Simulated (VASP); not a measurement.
Te2Mo, 6 atoms in the cell. The typed cell holds 6 atoms: a = 3.542 Å, b = 3.542 Å, c = 14.176 Å, α = 90.00°, β = 90.00°, γ = 120.00°. 

```yaml
Program: VASP 6.6.1
Task: single point
Functional: PBE
Potentials_or_basis: VASP PAW PBE potentials, release 64 (Te, Mo_sv)
Cutoff: 520 eV
k_mesh: 12 × 12 × 2
Occupations: fermi-dirac, width 0.02 eV
Spin: no spin polarisation
Dipole_correction: no
Further_INCAR_settings: ALGO = Normal; EDIFF = 1e-07; NBANDS = 35
```

Potentials or basis: VASP PAW PBE potentials, release 64 (Te, Mo_sv).

The run is started by

```sh
$ cat potpaw_PBE.64/Te/POTCAR potpaw_PBE.64/Mo_sv/POTCAR > POTCAR
$ mpirun -np 1 vasp_std > vasp.out
```

Hardware: 1 thread of AMD EPYC 9R45 96-Core Processor (Zen 5) (shared host).

Problem. Estimate the wall time of this run.

Solution. Run time: 2.3 min on 1 thread of AMD EPYC 9R45 96-Core Processor (Zen 5) (shared host), peak memory 0.34 GiB. Counts: scf iterations 15, k points 38.
